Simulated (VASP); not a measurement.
A run of VASP 6.6.1 is set up as follows.

INCAR

```
SYSTEM = Ti16C
PREC     = Accurate       ! precision mode
ENCUT    = 520            ! plane-wave cutoff, eV
EDIFF    = 1E-7           ! SCF threshold, eV
ISMEAR   = 0              ! smearing method
SIGMA    = 0.1            ! smearing width, eV
LREAL    = Auto         
LASPH    = .True.         ! aspherical terms in the spheres
NELM     = 60             ! most SCF steps
ALGO     = Normal         ! electronic algorithm
ISIF     = 2              ! what is computed and relaxed
LWAVE    = .False.        ! write WAVECAR
LCHARG   = .False.        ! write CHGCAR
LDIPOL   = .True.       
IDIPOL   = 3            
DIPOL    = 0.5 0.5 0.326
GGA      = PE             ! functional
NBANDS   = 112            ! bands
```

KPOINTS

```
regular mesh
0
Gamma
  4 4 1
  0 0 0
```

Contents of POSCAR:

```
Ti16C
1.0
    6.5106718526      0.0000000000      0.0000000000
    0.0000000000      6.5106718526      0.0000000000
    0.0000000000      0.0000000000     20.1793673972
Ti C
16 1
Direct
    0.2500000000      0.2500000000      0.1982222694
    0.2500000000      0.7500000000      0.1982222694
    0.7500000000      0.2500000000      0.1982222694
    0.7500000000      0.7500000000      0.1982222694
    0.0000000000      0.0000000000      0.2788822788
    0.0000000000      0.5000000000      0.2788822788
    0.5000000000      0.0000000000      0.2788822788
    0.5000000000      0.5000000000      0.2788822788
    0.2500000000      0.2500000000      0.3551865244
    0.2500000000      0.7500000000      0.3551865244
    0.7500000000      0.2500000000      0.3551865244
    0.7500000000      0.7500000000      0.3551865244
    0.0000000000      0.0000000000      0.4301109755
    0.0000000000      0.5000000000      0.4301109755
    0.5000000000      0.0000000000      0.4301109755
    0.5000000000      0.5000000000      0.4301109755
    0.0000000000      0.1666666667      0.4994649142
```

Potentials or basis: VASP PAW PBE potentials, release 64 (Ti_sv, C).

Command:

```sh
$ cat potpaw_PBE.64/Ti_sv/POTCAR potpaw_PBE.64/C/POTCAR > POTCAR
$ mpirun -np 1 vasp_std > vasp.out
```

Problem. What does it give for the largest force?

Solution. 3.032 eV/Å.

Problem. What does it give for the band gap on the k mesh?

Solution. Zero (bands 98 and 99 overlap by 0.19 eV).

Forces in eV/Å, atoms in the order of the input:
```
Ti  -0.017 -0.050  0.543
Ti   0.006 -0.031  0.521
Ti   0.017 -0.050  0.543
Ti  -0.006 -0.031  0.521
Ti   0.000  0.201 -0.832
Ti   0.000  0.153 -0.363
Ti   0.000  0.030 -0.310
Ti   0.000 -0.089 -0.583
Ti   0.260  0.201 -0.159
Ti   0.498 -0.166 -0.176
Ti  -0.260  0.201 -0.159
Ti  -0.498 -0.166 -0.176
Ti   0.000 -1.986 -0.777
Ti   0.000 -1.469  1.291
Ti   0.000 -0.293  0.246
Ti   0.000  0.512 -0.185
C    0.000  3.032  0.053
```
